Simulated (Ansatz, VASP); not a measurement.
**One calculation of EuS, two programs**

```
Eu S
1.0
     0.00000    3.03692    3.03692
     3.03692    0.00000    3.03692
     3.03692    3.03692    0.00000
Eu S
1 1
Direct
  0.00000 0.00000 0.00000
  0.50000 0.50000 0.50000
```

Alike in both runs: task single point; functional LDA; k mesh 8 × 8 × 8; occupations fermi-dirac, width 0.05 eV; collinear spin.

|  | VASP | Ansatz |
| --- | --- | --- |
| version | VASP 6.6.1 | Ansatz 0.2.0 |
| potentials or method | VASP PAW PBE potentials, release 64 (Eu, S) | Ansatz PAW |
| plane-wave cutoff (eV) | 600 | 420 |
| valence electrons in the cell | 23 | 23 |

Ansatz gave:

| Property | Result |
| --- | --- |
| gap on the k mesh at the Fermi level (eV) | none |
| pressure (GPa) | -9.0 |
| net moment per atom (μB) | 3.49 |
| size of the moment on the site where the two differ most (μB) | 6.78 |

Problem. Which values does VASP return?

Solution. gap on the k mesh at the Fermi level (eV): none; pressure (GPa): -9.2; net moment per atom (μB): 3.49; size of the moment on the site where the two differ most (μB): 6.62.

VASP's potentials were made for PBE, not for LDA. LDA's correlation is that of Perdew and Zunger in VASP and of Perdew and Wang (1992) in Ansatz. Site moments also hang on the region over which each program counts them. A gap of «none» marks a metal or a gap that the smearing closes.

Neither program's run includes spin-orbit coupling.
